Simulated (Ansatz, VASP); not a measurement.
**HgH: VASP beside Ansatz**

```
Hg H
1.0
     3.73144    0.00000    0.00000
    -1.86572    3.23152    0.00000
     0.00000    0.00000   17.28569
Hg H
4 4
Direct
  0.00000 0.00000 0.00000
  0.33333 0.66667 0.25000
  0.00000 0.00000 0.50000
  0.66667 0.33333 0.75000
  0.00000 0.00000 0.09595
  0.00000 0.00000 0.90405
  0.00000 0.00000 0.59595
  0.00000 0.00000 0.40405
```

Alike in both runs: functional PBE; k mesh 6 × 6 × 2; occupations gaussian, width 0.02 eV; no spin polarisation.

Ansatz relaxed the structure, and its values are those at the end. VASP's run is a single point on that final structure, the one shown.

```csv
,VASP,Ansatz
version,VASP 6.6.1,Ansatz 0.2.0
potentials or method,"VASP PAW PBE potentials, release 64 (Hg, H), cutoff 520 eV","scalar-relativistic, plane waves, PAW"
valence electrons in the cell,52,84
```

|  | VASP | Ansatz | Ansatz less VASP |
| --- | --- | --- | --- |
| gap on the k mesh at the Fermi level (eV) | 0.93 | 0.92 | -0.012 |
| least direct gap on the mesh (eV) | 1.29 | 1.27 | -0.011 |
| pressure (GPa) | 0.1 | 0.0 | -0.12 |
| rms of the force components (eV/Å) | 0.039 | 0.003 | -0.0364 |

VASP's potentials hold 52 valence electrons a cell and Ansatz's 84, so a difference there can come from the potentials and not from the codes.

Spin-orbit coupling is off throughout.
